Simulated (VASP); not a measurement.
Wanted: the native input for a VASP 6.6.1 run.

- Task: single point
- Functional: PBE
- Potentials or basis: VASP PAW PBE potentials, release 64 (P)
- Cutoff: 520 eV
- k mesh: 22 × 22 × 22
- Occupations: gaussian, width 0.1 eV
- Spin: no spin polarisation
- Dipole correction: no
- Further INCAR settings: ALGO = Normal; EDIFF = 1e-07; NBANDS = 8

The structure of P lies in POSCAR:

```
P
1.0
    2.4441814961      0.0000000000      0.0000000000
    0.0000000000      2.4441814961      0.0000000000
    0.0000000000      0.0000000000      2.4441814961
P
1
Direct
    0.0000000000      0.0000000000      0.0000000000
```

This isn't the form of P at room conditions, which is orthorhombic.

One way to write it, as run:

INCAR

```
SYSTEM = P
PREC = Accurate
ENCUT = 520
EDIFF = 1E-7
ISMEAR = 0
SIGMA = 0.1
LREAL = .False.
LASPH = .True.
NELM = 100
ALGO = Normal
ISIF = 2
LWAVE = .False.
LCHARG = .False.
GGA = PE
NBANDS = 8
```

KPOINTS

```
Automatic mesh
0
Gamma
  22 22 22
  0 0 0
```

Potentials or basis: VASP PAW PBE potentials, release 64 (P).

The run is started by

```bash
$ cat potpaw_PBE.64/P/POTCAR > POTCAR
$ mpirun -np 1 vasp_std > vasp.out
```

It gave:

- Pressure: -0.2 GPa
- Band gap on the k mesh: zero (an odd number of electrons rules out a gap without spin polarisation)

Wall time 14 s on 1 thread of Intel(R) Xeon(R) Platinum 8488C (Sapphire Rapids), on a shared host, peak memory 0.13 GiB.
